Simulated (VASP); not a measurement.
A run of VASP 6.6.1:

Contents of INCAR:

```
PREC = Accurate
ENCUT = 520
EDIFF = 1E-6
ISMEAR = 0
SIGMA = 0.1
LREAL = False
LASPH = True
NELM = 60
ALGO = Fast
ISIF = 2
LWAVE = False
LCHARG = False
GGA = PE
NBANDS = 32
```

KPOINTS

```
Automatic mesh
0
Gamma
  18 18 4
```

POSCAR

```
Cd
1.0
    3.0320205245      0.0000000000      0.0000000000
   -1.5160102622      2.6258067990      0.0000000000
    0.0000000000      0.0000000000     11.5392996468
Cd
4
Direct
    0.0000000000      0.0000000000      0.0000000000
    0.3333333333      0.6666666667      0.2500000000
    0.0000000000      0.0000000000      0.5000000000
    0.6666666667      0.3333333333      0.7500000000
```

Potentials or basis: VASP PAW PBE potentials, release 64 (Cd).

Run with:

```console
$ cat potpaw_PBE.64/Cd/POTCAR > POTCAR
$ mpirun -np 1 vasp_std > vasp.out
```

Hardware: 1 thread of Intel Xeon 8259CL, with other jobs on the host.

How long does it take, and how much memory?

Run time: 5.8 min on 1 thread of Intel Xeon 8259CL, on a shared host, peak memory 0.38 GiB. Counts: scf iterations 12, k points 111.
